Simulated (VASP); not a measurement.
Write the native input for VASP 6.6.1 that does the following.

```
Task                   : single point
Functional             : PBE
Potentials or basis    : VASP PAW PBE potentials, release 64 (Si, Se)
Cutoff                 : 520 eV
k mesh                 : 4 × 4 × 6
Occupations            : gaussian, width 0.1 eV
Spin                   : no spin polarisation
Dipole correction      : no
Further INCAR settings : ALGO = Normal; EDIFF = 1e-07; NBANDS = 23
```

The structure of Si2Se lies in POSCAR:

```
Si2Se
1.0
    4.7880727875      0.0000000000      0.0000000000
    0.0000000000      5.8438058864      0.0000000000
    0.0000000000      0.0000000000      3.6480964963
Si Se
4 2
Direct
    0.2004000000      0.3787000000      0.0000000000
    0.7996000000      0.6213000000      0.0000000000
    0.7004000000      0.1213000000      0.5000000000
    0.2996000000      0.8787000000      0.5000000000
    0.0000000000      0.0000000000      0.0000000000
    0.5000000000      0.5000000000      0.5000000000
```

These files were run (other wordings do the same):

INCAR

```
PREC     = Accurate       # precision mode
ENCUT    = 520            # plane-wave cutoff, eV
EDIFF    = 1E-7           # SCF threshold, eV
ISMEAR   = 0              # smearing method
SIGMA    = 0.1            # smearing width, eV
LREAL    = False          # projectors in reciprocal space
LASPH    = True           # aspherical terms in the spheres
NELM     = 80             # most SCF steps
ALGO     = Normal         # electronic algorithm
ISIF     = 2              # what is computed and relaxed
LWAVE    = False          # write WAVECAR
LCHARG   = True           # write CHGCAR
GGA      = PE             # functional
LELF     = True           # ELF
LVHAR    = True         
NBANDS   = 23             # bands
```

KPOINTS

```
regular mesh
0
Gamma
  4 4 6
```

Potentials or basis: VASP PAW PBE potentials, release 64 (Si, Se).

Launch:

```sh
$ cat potpaw_PBE.64/Si/POTCAR potpaw_PBE.64/Se/POTCAR > POTCAR
$ mpirun -np 1 vasp_std > vasp.out
```

It gave:

```
Pressure               : 19.0 GPa
Largest force          : 1.232 eV/Å
Band gap on the k mesh : zero (bands 14 and 15 overlap by 1.94 eV)
```

Caveat: the stress differs along the axes, from 17 to 22 GPa; forces of over 1 eV/Å act on the atoms, so gaps and moduli don't describe the material at rest.

Wall time 82 s on 1 thread of Intel Xeon 8259CL, with other jobs on the host, peak memory 0.21 GiB.
